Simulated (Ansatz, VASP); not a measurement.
## One calculation of TaN, two programs

The input INCAR:

```
PREC = Accurate
ENCUT = 520
EDIFF = 1E-7
ISMEAR = 0
SIGMA = 0.15
LREAL = F
LASPH = T
NELM = 60
ALGO = Normal
ISIF = 2
LWAVE = F
LCHARG = F
NBANDS = 15
```

KPOINTS

```
Automatic mesh
0
Gamma
  18 18 18
```

Contents of POSCAR:

```
TaN
1.0
    0.0000000000      2.2323223663      2.1742693740
    2.2323223663      0.0000000000      2.1742693740
    2.2323223663      2.2323223663      0.0000000000
Ta N
1 1
Direct
    0.4956387160      0.5043612840      0.5043612840
    0.0563407651     -0.0563407651     -0.0563407651
```

Input for Ansatz:

```yaml
crystal:
  lattice:
    - [0.0, 2.2323223663, 2.174269374]
    - [2.2323223663, 0.0, 2.174269374]
    - [2.2323223663, 2.2323223663, 0.0]
  atoms:
    - { symbol: Ta, position: [0.495638716, 0.504361284, 0.504361284] }
    - { symbol: "N", position: [0.0563407651, -0.0563407651, -0.0563407651] }
basis:
  ecutwfc: 520.0
kpoints:
  mp_grid: { grid: [18, 18, 18] }
hamiltonian:
  xc: lda
scf:
  occupations: { method: gaussian, width: 0.15 }
output:
  forces: true
  stress: true
  eigenvalues: true
```

Change from the starting cell: mode 4 frozen in at -0.245 Å, equal normal strain along x and y +0.0267.

Alike in both runs: task single point; functional LDA; k mesh 18 × 18 × 18; occupations gaussian, width 0.15 eV; no spin polarisation.

```csv
,VASP,Ansatz
version,VASP 6.6.1,Ansatz 0.2.0
potentials or method,"VASP PAW LDA potentials, release 64 (Ta_pv, N), cutoff 520 eV","scalar-relativistic, plane waves, PAW"
valence electrons in the cell,16,18
```

Ansatz gave:

| Item | Value |
| --- | --- |
| gap on the k mesh at the Fermi level (eV) | none |
| pressure (GPa) | -6.1 |
| traceless stress, the component that is largest in VASP (GPa) | 16.49 |
| rms of the force components (eV/Å) | 1.361 |

Problem. Estimate VASP's values.

Solution. gap on the k mesh at the Fermi level (eV): none; pressure (GPa): -4.3; traceless stress, the component that is largest in VASP (GPa): 16.81; rms of the force components (eV/Å): 1.398.

LDA's correlation is that of Perdew and Zunger in VASP and of Perdew and Wang (1992) in Ansatz. Atom by atom the forces differ by 0.037 eV/Å (rms over components). A gap of «none» marks a metal or a gap that the smearing closes. VASP's potentials hold 16 valence electrons a cell and Ansatz's 18, so a difference there can come from the potentials and not from the codes.

Spin-orbit coupling is off throughout.
